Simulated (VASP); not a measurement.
A run of VASP 6.6.1 is set up as follows.

File INCAR:

```
PREC = Accurate ; ENCUT = 520
EDIFF = 1E-6 ; ISMEAR = -1
SIGMA = 0.08 ; LREAL = False
LASPH = True ; NELM = 150
ALGO = Normal ; ISIF = 2
LWAVE = False ; LCHARG = False
ISPIN = 2 ; MAGMOM = 2
LORBIT = 11 ; LMAXMIX = 4
LDIPOL = True ; IDIPOL = 3
DIPOL = 0.5 0.5 0.500 ; GGA = PE
NBANDS = 16
```

KPOINTS

```
regular mesh
0
Gamma
  10 10 1
```

Contents of POSCAR:

```
Cr
1.0
    4.0283716202      0.0000000000      0.0000000000
   -2.0141858101      3.4886721590      0.0000000000
    0.0000000000      0.0000000000     16.0000000000
Cr
1
Direct
    0.0000000000      0.0000000000      0.5000000000
```

Potentials or basis: VASP PAW PBE potentials, release 64 (Cr_pv).

Command:

```sh
$ cat potpaw_PBE.64/Cr_pv/POTCAR > POTCAR
$ mpirun -np 1 vasp_std > vasp.out
```

**Question.** What does it give for the net moment?

**Answer.** 5.23 μB per cell.

**Question.** Predict the site moments.

**Answer.** Cr +4.33 μB.
